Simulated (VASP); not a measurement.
# MgO2 (R-3m) in VASP: a series of runs

Runs on MgO2. Level: PBEsol. Tasks: single point.

All numbers are computed with VASP 6.6.1; they aren't measurements. Logs are shortened: lines on timing, memory, paths and dates and some standing lists are left out, and cuts for length are marked.

**1. The cell of the first run**

It takes space group R-3m (No. 166, trigonal). Conventional cell: a = 3.338 Å, b = 3.338 Å, c = 11.320 Å, α = 90.00°, β = 90.00°, γ = 120.00°. Mg (site symmetry -3m) has 6 O at 2.21 Å within 2.9 Å. Within 2.1 Å of O (site symmetry 3m) lie 1 O at 1.61 Å.

**2. Single point, PBEsol (strain +0.040 along x and y, +0.080 along z)**

Input file INCAR:

```
ALGO     = Normal         # electronic algorithm
EDIFF    = 1E-6           # SCF threshold, eV
ENCUT    = 520            # plane-wave cutoff, eV
GGA      = PS             # functional
ISIF     = 2              # what is computed and relaxed
ISMEAR   = 0              # smearing method
LASPH    = True           # aspherical terms in the spheres
LCHARG   = False          # write CHGCAR
LREAL    = False          # projectors in reciprocal space
LWAVE    = False          # write WAVECAR
NBANDS   = 14             # bands
NELM     = 100            # most SCF steps
PREC     = Accurate       # precision mode
SIGMA    = 0.05           # smearing width, eV
```

Input file KPOINTS:

```
k-points
0
Gamma
  12 12 12
```

Input file POSCAR:

```
MgO2
1.0
    1.6689514567      0.9635695728      3.7734971849
   -1.6689514567      0.9635695728      3.7734971849
    0.0000000000     -1.9271391455      3.7734971849
Mg O
1 2
Direct
    0.0000000000      0.0000000000      0.0000000000
    0.4287860000      0.4287860000      0.4287860000
    0.5712140000      0.5712140000      0.5712140000
```

Potentials or basis: VASP PAW PBE potentials, release 64 (Mg, O).

Launch:

```
cat potpaw_PBE.64/Mg/POTCAR potpaw_PBE.64/O/POTCAR > POTCAR
mpirun -np 1 vasp_std > vasp.out
```

OUTCAR:

```text
EDIFF = 1E-6
   ENCUT = 520
   GGA = PS
   ISIF = 2
   ISMEAR = 0
   LASPH = True
   LREAL = False
   NELM = 100
   PREC = Accurate

 ion  position               nearest neighbor table
   1  0.000  0.000  0.000-   3 2.21   2 2.21   3 2.21   3 2.21   2 2.21   2 2.21
   2  0.429  0.429  0.429-   3 1.61   1 2.21   1 2.21   1 2.21
   3  0.571  0.571  0.571-   2 1.61   1 2.21   1 2.21   1 2.21

  LATTYP: Found a trigonal (rhomboedric) cell.
 ALAT       =     4.2371153266
 COS(alpha) =     0.6897035294

  Lattice vectors:

 A1 = (   1.6689514567,   0.9635695728,   3.7734971849)
 A2 = (  -1.6689514567,   0.9635695728,   3.7734971849)
 A3 = (   0.0000000000,  -1.9271391455,   3.7734971849)

Analysis of symmetry for initial positions (statically):
=====================================================================
 Subroutine PRICEL returns:
 Original cell was already a primitive cell.

 Routine SETGRP: Setting up the symmetry group for a
 trigonal (rhombohedral) supercell.

 Subroutine GETGRP returns: Found 12 space group operations
 (whereof 12 operations were pure point group operations)
 out of a pool of 12 trial point group operations.

The static configuration has the point symmetry D_3d.

Analysis of symmetry for dynamics (positions and initial velocities):
=====================================================================
 Subroutine PRICEL returns:
 Original cell was already a primitive cell.

 Routine SETGRP: Setting up the symmetry group for a
 trigonal (rhombohedral) supercell.

 Subroutine GETGRP returns: Found 12 space group operations
 (whereof 12 operations were pure point group operations)
 out of a pool of 12 trial point group operations.

The dynamic configuration has the point symmetry D_3d.

 Subroutine INISYM returns: Found 12 space group operations
 (whereof 12 operations are pure point group operations),
 and found     1 'primitive' translations

----------------------------------------------------------------------------------------

                                     Primitive cell

  volume of cell :      36.4101

  direct lattice vectors                    reciprocal lattice vectors
     1.668951457  0.963569573  3.773497185     0.299589301  0.172967963  0.088335387
    -1.668951457  0.963569573  3.773497185    -0.299589301  0.172967963  0.088335387
     0.000000000 -1.927139145  3.773497185     0.000000000 -0.345935927  0.088335387

  length of vectors
     4.237115327  4.237115327  4.237115327     0.357036141  0.357036141  0.357036141

  position of ions in fractional coordinates (direct lattice)
     0.000000000  0.000000000  0.000000000
     0.428786000  0.428786000  0.428786000
     0.571214000  0.571214000  0.571214000

  ion indices of the primitive-cell ions
   primitive index   ion index
                 1           1
                 2           2
                 3           3

----------------------------------------------------------------------------------------

 KPOINTS: k-points

Automatic generation of k-mesh.
 Grid dimensions read from file:
 generate k-points for:   12   12   12

 Generating k-lattice:

  Cartesian coordinates                     Fractional coordinates (reciprocal lattice)
     0.024965775  0.014413997  0.007361282     0.083333333  0.000000000  0.000000000
    -0.024965775  0.014413997  0.007361282     0.000000000  0.083333333  0.000000000
     0.000000000 -0.028827994  0.007361282     0.000000000  0.000000000  0.083333333

  Length of vectors
     0.029753012  0.029753012  0.029753012

  Shift w.r.t. Gamma in fractional coordinates (k-lattice)
     0.000000000  0.000000000  0.000000000

 Subroutine IBZKPT returns following result:
 ===========================================

 Found    189 irreducible k-points:

 Following reciprocal coordinates:
            Coordinates               Weight
  0.000000  0.000000  0.000000      1.000000
  0.083333  0.000000 -0.000000      6.000000
  0.166667  0.000000 -0.000000      6.000000
  0.250000  0.000000  0.000000      6.000000
  0.333333  0.000000 -0.000000      6.000000
  0.416667  0.000000  0.000000      6.000000
[... 16 lines left out ...]
  0.500000  0.166667  0.000000     12.000000
 -0.416667  0.166667  0.000000     12.000000
 [... further k-points ...]
   k-points           NKPTS =    189   k-points in BZ     NKDIM =    189   number of bands    NBANDS=     14
   number of dos      NEDOS =    301   number of ions     NIONS =      3
   total plane-waves  NPLWV =  32768
   dimension x,y,z NGX =    32 NGY =   32 NGZ =   32
   dimension x,y,z NGXF=    64 NGYF=   64 NGZF=   64
   ions per type =               1   2
   NGX,Y,Z   is equivalent  to a cutoff of  12.56, 12.56, 12.56 a.u.
   NGXF,Y,Z  is equivalent  to a cutoff of  25.11, 25.11, 25.11 a.u.
 SYSTEM =  unknown system
   PREC   = accura    normal or accurate (medium, high low for compatibility)
   ISTART =      0    job   : 0-new  1-cont  2-samecut
   ICHARG =      2    charge: 1-file 2-atom 10-const
   ISPIN  =      1    spin polarized calculation?
   LNONCOLLINEAR =      F non collinear calculations
   LSORBIT =      F    spin-orbit coupling
   LASPH  =      T    aspherical Exc in radial PAW
   ENCUT  =  520.0 eV  38.22 Ry    6.18 a.u.   7.88  7.88  7.88*2*pi/ulx,y,z
   NELM   =    100;   NELMIN=  2; NELMDL= -5     # of ELM steps
   EDIFF  = 0.1E-05   stopping-criterion for ELM
   LREAL  =      F    real-space projection
   EDIFFG = 0.1E-04   stopping-criterion for IOM
   NSW    =      0    number of steps for IOM
   IBRION =     -1    ionic relax: 0-MD 1-quasi-New 2-CG
   NFREE  =      0    steps in history (QN), initial steepest desc. (CG)
   ISIF   =      2    stress and relaxation
   ISYM   =      2    0-nonsym 1-usesym 2-fastsym
   POTIM  = 0.5000    time-step for ionic-motion
   TEBEG  =    0.0;   TEEND  =   0.0 temperature during run
   PSTRESS=    0.0 pullay stress
   NELECT =      14.0000    total number of electrons
   NUPDOWN=      -1.0000    fix difference up-down
   EMIN   =  10.00;   EMAX   =-10.00  energy-range for DOS
   EFERMI =   0.00;   METHOD = LEGACY
   ISMEAR =     0;   SIGMA  =   0.05  broadening in eV -4-tet -1-fermi 0-gaus
   EFERMI_NEDOS =   21; number of points for ismear=-14 and -15
   IALGO  =     38    algorithm
   IMIX   =      4    mixing-type and parameters
     AMIX     =   0.40;   BMIX     =  1.00
     AMIX_MAG =   1.60;   BMIX_MAG =  1.00
  volume/ion in A,a.u.               =      12.14        81.90
  Fermi-wavevector in a.u.,A,eV,Ry     =   1.190447  2.249619 19.281696  1.417165
  Thomas-Fermi vector in A             =   2.326532
   LORBIT       =      0    0 simple, 1 ext, 2 COOP (PROOUT), +10 PAW based schemes
   GGA     = PS    functional components
   LHFCALC =     F    Hartree Fock is set to
   AEXX    =    0.0000 exact exchange contribution
   IVDW    =     0    specifies the selected vdW correction
   LEPSILON=     F    determine dielectric tensor
   LRPA    =     F    only Hartree local field effects (RPA)
 non-spin polarized calculation
 Gauss-broadening in eV      SIGMA  =   0.05
  energy-cutoff  :      520.00
  volume of cell :       36.41
 maximum number of plane-waves:      1004
   NGX = 15   NGY = 15   NGZ = 15

 number of electron      13.9999999 magnetization

 Free energy of the ion-electron system (eV)
  ---------------------------------------------------
  ext. energy  EPLUGINS =         0.00000000
  ---------------------------------------------------
  free energy    TOTEN  =       -16.70849595 eV

  energy without entropy =      -16.70849595  energy(sigma->0) =      -16.70849595

 E-fermi :   1.3822     XC(G=0):  -9.7381

 val. band max:        1.1617105029   @ k =   0.5000   0.5000   0.5000
 cond. band min:       2.1104354017   @ k =   0.5000   0.5000   0.5000
 fundamental gap:      0.9487248989
 Fermi energy:         1.3821820599

 k-point     1 :       0.0000    0.0000    0.0000
  band No.  band energies     occupation
      1     -18.3820      2.00000
      2     -13.4519      2.00000
      3      -5.3298      2.00000
      4      -1.2929      2.00000
      5      -1.2929      2.00000
      6       0.5872      2.00000
      7       0.5872      2.00000
      8       4.7626      0.00000
      9       5.3486      0.00000
     10      11.8015      0.00000
     11      13.5726      0.00000
     12      15.6914      0.00000
     13      15.6914      0.00000
     14      16.3614      0.00000

 k-point     2 :       0.0833    0.0000   -0.0000
  band No.  band energies     occupation
      1     -18.3560      2.00000
      2     -13.4617      2.00000
      3      -5.2865      2.00000
      4      -1.4786      2.00000
      5      -1.3125      2.00000
      6       0.5340      2.00000
      7       0.5579      2.00000
      8       4.7083      0.00000
      9       5.6372      0.00000
     10      11.8628      0.00000
     11      13.6860      0.00000
     12      14.8761      0.00000
     13      15.8457      0.00000
     14      16.0912      0.00000

 k-point     3 :       0.1667    0.0000   -0.0000
  band No.  band energies     occupation
      1     -18.2839      2.00000
      2     -13.4884      2.00000
      3      -5.1655      2.00000
      4      -1.9464      2.00000
      5      -1.3649      2.00000
      6       0.4047      2.00000
      7       0.4784      2.00000
      8       4.6097      0.00000
      9       6.3327      0.00000
     10      12.0275      0.00000
     11      13.5986      0.00000
     12      13.9812      0.00000
     13      15.3936      0.00000
     14      16.1818      0.00000
[... 324 lines left out ...]
 k-point    23 :       0.5000    0.1667    0.0000
  band No.  band energies     occupation
      1     -17.9453      2.00000
      2     -13.6763      2.00000
      3      -4.3535      2.00000
      4      -3.4398      2.00000
      5      -1.8918      2.00000
      6      -0.1130      2.00000
      7       0.3064      2.00000
      8       3.9894      0.00000
      9       9.7574      0.00000
     10      10.5505      0.00000
     11      12.3401      0.00000
     12      13.9811      0.00000
     13      14.7065      0.00000
     14      17.1385      0.00000

 k-point    24 :      -0.4167    0.1667    0.0000
  band No.  band energies     occupation
      1     -17.9366      2.00000
      2     -13.6391      2.00000
      3      -4.4406      2.00000
      4      -3.4347      2.00000
      5      -1.9412      2.00000
      6      -0.0426      2.00000
      7       0.1125      2.00000
      8       4.0754      0.00000
      9       9.8908      0.00000
     10      10.5780      0.00000
     11      12.5855      0.00000
     12      14.0729      0.00000
     13      14.3662      0.00000
     14      16.9543      0.00000

 [... further k-points ...]

------------------------ aborting loop because EDIFF is reached ----------------------------------------

  FORCE on cell =-STRESS in cart. coord.  units (eV):
  Direction    XX          YY          ZZ          XY          YZ          ZX
  --------------------------------------------------------------------------------------
  -------------------------------------------------------------------------------------
  Total       -2.8335226     -2.8335226     -7.5823539      0.0000000     -0.0000000      0.0000000
  in kB     -124.6852852   -124.6852852   -333.6511073      0.0000000     -0.0000000      0.0000000
  external PRESSURE =    -194.3405592 kB  Pullay stress =       0.0000000 kB

 VOLUME and BASIS-vectors are now :
 -----------------------------------------------------------------------------
  energy-cutoff  :      520.00
  volume of cell :       36.41
      direct lattice vectors                 reciprocal lattice vectors
     1.668951457  0.963569573  3.773497185     0.299589301  0.172967963  0.088335387
    -1.668951457  0.963569573  3.773497185    -0.299589301  0.172967963  0.088335387
     0.000000000 -1.927139145  3.773497185     0.000000000 -0.345935927  0.088335387

 POSITION                                       TOTAL-FORCE (eV/Angst)
 -----------------------------------------------------------------------------------
      0.00000      0.00000      0.00000         0.000000      0.000000      0.000000
      0.00000      0.00000      4.85407         0.000000      0.000000      1.148025
      0.00000      0.00000      6.46642         0.000000     -0.000000     -1.148025
 -----------------------------------------------------------------------------------
    total drift:                               -0.000000      0.000000      0.000000

  FREE ENERGIE OF THE ION-ELECTRON SYSTEM (eV)
  ---------------------------------------------------
  free  energy   TOTEN  =       -16.7084959469 eV

  energy  without entropy=      -16.7084959469  energy(sigma->0) =      -16.70849595
```

Wall time 37 s (1 thread of Intel Xeon 6975P-C (Granite Rapids), shared host); peak memory 0.23 GiB.

Results:

```
Free energy            : -16.7085 eV
Pressure               : -19.4 GPa
Largest force          : 1.148 eV/Å
Band gap on the k mesh : 0.95 eV
```

Forces in eV/Å, atoms in the order of the input:
```
Mg   0.000  0.000  0.000
O    0.000  0.000  1.148
O    0.000  0.000 -1.148
```

Caveat: the cell differs from its parent crystal (strain +0.040 along x and y, +0.080 along z); the cell stands under tension; the PAW data sets were made with another functional, which shifts forces and pressure a little.

**3. Single point, PBEsol (strain +0.080 along x and y, +0.040 along z)**

Input file INCAR:

```
SYSTEM = MgO2
PREC = Accurate
ENCUT = 520
EDIFF = 1E-6
ISMEAR = 0
SIGMA = 0.05
LREAL = .FALSE.
LASPH = .TRUE.
NELM = 60
ALGO = Normal
ISIF = 2
LWAVE = .FALSE.
LCHARG = .FALSE.
GGA = PS
NBANDS = 14
```

Input file KPOINTS:

```
regular mesh
0
G
  12 12 12
  0 0 0
```

Input file POSCAR:

```
MgO2
1.0
    1.7331418973      1.0006299410      3.6337380299
   -1.7331418973      1.0006299410      3.6337380299
    0.0000000000     -2.0012598819      3.6337380299
Mg O
1 2
Direct
    0.0000000000      0.0000000000      0.0000000000
    0.4287860000      0.4287860000      0.4287860000
    0.5712140000      0.5712140000      0.5712140000
```

Potentials or basis: VASP PAW PBE potentials, release 64 (Mg, O).

Launch:

```
cat potpaw_PBE.64/Mg/POTCAR potpaw_PBE.64/O/POTCAR > POTCAR
mpirun -np 1 vasp_std > vasp.out
```

Wall time 38 s (1 thread of Intel Xeon 6975P-C (Granite Rapids), shared host); peak memory 0.24 GiB.

Results (log left out):

| Item | Value |
| --- | --- |
| Free energy | -16.6735 eV |
| Pressure | -19.0 GPa |
| Largest force | 0.390 eV/Å |
| Band gap on the k mesh | 1.62 eV |

Forces on the atoms (eV/Å):
```
Mg   0.000  0.000  0.000
O    0.000  0.000  0.390
O    0.000  0.000 -0.390
```

Stress tensor (GPa, compression positive):
```
-18.37   0.00   0.00
  0.00 -18.37   0.00
  0.00   0.00 -20.34
```

Levels at points of the mesh, in eV from the valence-band top:
| k point | band 3 | band 4 | band 5 | band 6 | band 7 | band 8 | band 9 | band 10 | band 11 | band 12 |
| --- | --- | --- | --- | --- | --- | --- | --- | --- | --- | --- |
| (0.00, 0.00, 0.00) | -6.63 | -2.93 | -2.93 | -0.62 | -0.62 | 3.44 | 4.20 | 10.71 | 12.63 | 13.51 |
| (0.50, 0.00, 0.00) | -5.84 | -5.10 | -3.13 | -1.05 | -0.80 | 3.60 | 7.51 | 8.13 | 11.25 | 12.19 |
| (0.50, 0.50, 0.00) | -5.31 | -4.47 | -3.77 | -1.79 | -0.02 | 2.94 | 6.87 | 9.40 | 10.53 | 11.08 |
| (0.50, 0.50, 0.50) | -4.51 | -3.34 | -3.34 | 0.00 | 0.00 | 1.62 | 4.42 | 7.63 | 12.32 | 12.32 |

Caveat: the cell differs from its parent crystal (strain +0.080 along x and y, +0.040 along z); the cell stands under tension; the PAW data sets were made with another functional, which shifts forces and pressure a little. A k mesh can miss the band edges.

**4. Single point, PBEsol (strain +0.080 along x and y, +0.080 along z)**

Input file INCAR:

```
PREC = Accurate ; ENCUT = 520
EDIFF = 1E-6 ; ISMEAR = 0
SIGMA = 0.05 ; LREAL = False
LASPH = True ; NELM = 60
ALGO = Normal ; ISIF = 2
LWAVE = False ; LCHARG = False
GGA = PS ; NBANDS = 14
```

Input file KPOINTS:

```
Automatic mesh
0
Gamma
  12 12 12
```

Input file POSCAR:

```
MgO2
1.0
    1.7331418973      1.0006299410      3.7734971849
   -1.7331418973      1.0006299410      3.7734971849
    0.0000000000     -2.0012598819      3.7734971849
Mg O
1 2
Direct
    0.0000000000      0.0000000000      0.0000000000
    0.4287860000      0.4287860000      0.4287860000
    0.5712140000      0.5712140000      0.5712140000
```

Launch:

```
cat potpaw_PBE.64/Mg/POTCAR potpaw_PBE.64/O/POTCAR > POTCAR
mpirun -np 1 vasp_std > vasp.out
```

It took 34 s on 1 thread of Intel Xeon 6975P-C (Granite Rapids), shared host; peak memory 0.24 GiB.

It converged, with:

- Free energy: -16.4423 eV
- Pressure: -21.8 GPa
- Largest force: 0.972 eV/Å
- Band gap on the k mesh: 1.05 eV

Forces in eV/Å, atoms in the order of the input:
```
Mg   0.000  0.000  0.000
O    0.000  0.000  0.972
O    0.000  0.000 -0.972
```

Stress tensor (GPa, compression positive):
```
-17.43   0.00   0.00
  0.00 -17.43   0.00
  0.00   0.00 -30.48
```

Levels at points of the mesh, in eV from the valence-band top:
```tsv
k point	band 4	band 5	band 6	band 7	band 8	band 9	band 10	band 11
(0.00, 0.00, 0.00)	-2.50	-2.50	-0.54	-0.54	3.60	3.63	10.28	12.16
(0.50, 0.00, 0.00)	-4.66	-2.71	-0.95	-0.85	3.04	7.66	8.19	11.23
(0.50, 0.50, 0.00)	-4.06	-3.30	-1.75	-0.05	2.37	7.17	9.58	10.27
(0.50, 0.50, 0.50)	-2.88	-2.88	0.00	0.00	1.05	4.81	7.26	12.60
```

Caveat: the cell differs from its parent crystal (strain +0.080 along x and y, +0.080 along z); the cell stands under tension; the PAW data sets were made with another functional, which shifts forces and pressure a little.

**5. Overview**

| cell | gap on the mesh (eV) | pressure (GPa) | largest force (eV/Å) |
| --- | --- | --- | --- |
| a = 4.237 Å, angles 46.4°, 3 atoms | 0.95 | -19.4 | 1.15 |
| a = 4.148 Å, angles 49.4°, 3 atoms | 1.62 | -19.0 | 0.39 |
| a = 4.271 Å, angles 47.9°, 3 atoms | 1.05 | -21.8 | 0.97 |

Alike in all rows: task single point; level PBEsol; potentials or basis VASP PAW PBE potentials, release 64 (Mg, O); no spin polarisation; k mesh 12 × 12 × 12; cutoff (eV) 520; smearing gaussian 0.05 eV.

Caveats: the cell stands under tension; the PAW data sets were made with another functional, which shifts forces and pressure a little.

Absolute energies hang on the potentials; compare differences alone.
